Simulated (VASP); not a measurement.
Input of a VASP 6.6.1 run:

INCAR

```
ALGO = Normal
DIPOL = 0.5 0.5 0.400
EDIFF = 1E-6
ENCUT = 520
GGA = PE
IDIPOL = 3
ISIF = 2
ISMEAR = 0
IVDW = 12
LASPH = True
LCHARG = False
LDIPOL = True
LREAL = False
LWAVE = False
NBANDS = 30
NELM = 100
PREC = Accurate
SIGMA = 0.05
```

Contents of KPOINTS:

```
k-points
0
Gamma
  8 6 1
```

POSCAR

```
P
1.0
    3.2961869271      0.0000000000      0.0000000000
    0.0000000000      4.4391555608      0.0000000000
    0.0000000000      0.0000000000     21.7461973993
P
8
Direct
    0.5000000000      0.9174951521      0.2069327302
    0.0000000000      0.5825048479      0.2069327302
    0.5000000000      0.0825048479      0.3045635326
    0.0000000000      0.4174951521      0.3045635326
    0.5000000000      0.0825048479      0.4958613454
    0.0000000000     -0.2524854563      0.4958613454
    0.5000000000     -0.7524854563      0.5934921477
    0.0000000000     -0.4174951521      0.5934921477
```

Potentials or basis: VASP PAW PBE potentials, release 64 (P).

The run is started by

```console
$ cat potpaw_PBE.64/P/POTCAR > POTCAR
$ mpirun -np 1 vasp_std > vasp.out
```

**Question.** Estimate the largest force.

**Answer.** 0.068 eV/Å.

**Question.** Predict the dispersion energy per atom.

**Answer.** -0.275 eV.

Forces in eV/Å, atoms in the order of the input:
```
P    0.000 -0.038  0.057
P    0.000  0.027  0.042
P    0.000  0.024  0.045
P    0.000 -0.015  0.040
P    0.000 -0.024 -0.045
P    0.000  0.015 -0.040
P    0.000  0.038 -0.057
P    0.000 -0.027 -0.042
```
